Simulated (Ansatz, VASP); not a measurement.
**One calculation of SiO2, two programs**

File INCAR:

```
PREC = Accurate
ENCUT = 520
EDIFF = 1E-6
ISMEAR = 0
SIGMA = 0.1
LREAL = False
LASPH = True
NELM = 150
ALGO = Normal
ISIF = 2
LWAVE = False
LCHARG = False
ISPIN = 2
MAGMOM = 0 0 1 1 1 1
LORBIT = 11
GGA = PE
NBANDS = 29
```

KPOINTS

```
regular mesh
0
Gamma
  4 4 6
```

Contents of POSCAR:

```
SiO2
1.0
    3.9869252741      0.0000000000      0.0000000000
    0.0000000000      5.9873081802      0.0000000000
    0.0000000000      0.0000000000      3.5850158785
Si O
2 4
Direct
    0.0000000000      0.5000000000      0.5000000000
    0.5000000000      0.0000000000      0.5000000000
    0.1899532613      0.4780498832      0.0000000000
    0.8100467387      0.5219501168      0.0000000000
    0.3100467387      0.9780498832      0.0000000000
    0.6899532613      0.0219501168      0.0000000000
```

Input for Ansatz:

```yaml
crystal:
  lattice:
    - [3.9869252741, 0.0, 0.0]
    - [0.0, 5.9873081802, 0.0]
    - [0.0, 0.0, 3.5850158785]
  atoms:
    - { symbol: Si, position: [0.0, 0.5, 0.5] }
    - { symbol: Si, position: [0.5, 0.0, 0.5] }
    - { symbol: O, position: [0.1899532613, 0.4780498832, 0.0], spin: 1.0 }
    - { symbol: O, position: [0.8100467387, 0.5219501168, 0.0], spin: 1.0 }
    - { symbol: O, position: [0.3100467387, 0.9780498832, 0.0], spin: 1.0 }
    - { symbol: O, position: [0.6899532613, 0.0219501168, 0.0], spin: 1.0 }
basis:
  ecutwfc: 420
kpoints:
  mp_grid: { grid: [4, 4, 6] }
hamiltonian:
  xc: pbe
scf:
  occupations: { method: gaussian, width: 0.1 }
  lower_state_search: "off"
output:
  forces: true
  stress: true
  eigenvalues: true
  populations: true
magnetization:
  spin_polarized: true
```

Alike in both runs: task single point; functional PBE; k mesh 4 × 4 × 6; occupations gaussian, width 0.1 eV; collinear spin.

```csv
,VASP,Ansatz
version,VASP 6.6.1,Ansatz 0.2.0
potentials or method,"VASP PAW PBE potentials, release 64 (Si, O), cutoff 520 eV","scalar-relativistic, plane waves, PAW"
valence electrons in the cell,32,32
```

|  | VASP | Ansatz | Ansatz less VASP |
| --- | --- | --- | --- |
| gap on the k mesh at the Fermi level (eV) | none | none | - |
| pressure (GPa) | 0.4 | 0.0 | -0.46 |
| traceless stress, the component that is largest in VASP (GPa) | -0.83 | -0.22 | +0.611 |
| rms of the force components (eV/Å) | 0.102 | 0.006 | -0.0969 |
| net moment per atom (μB) | 0.00 | 0.00 | 0.000 |

Atom by atom the forces differ by 0.102 eV/Å (rms over components). A gap of «none» marks a metal or a gap that the smearing closes. Ansatz's warnings: seeded moment not kept.

The k mesh is coarse, so the values compare programs but aren't converged.
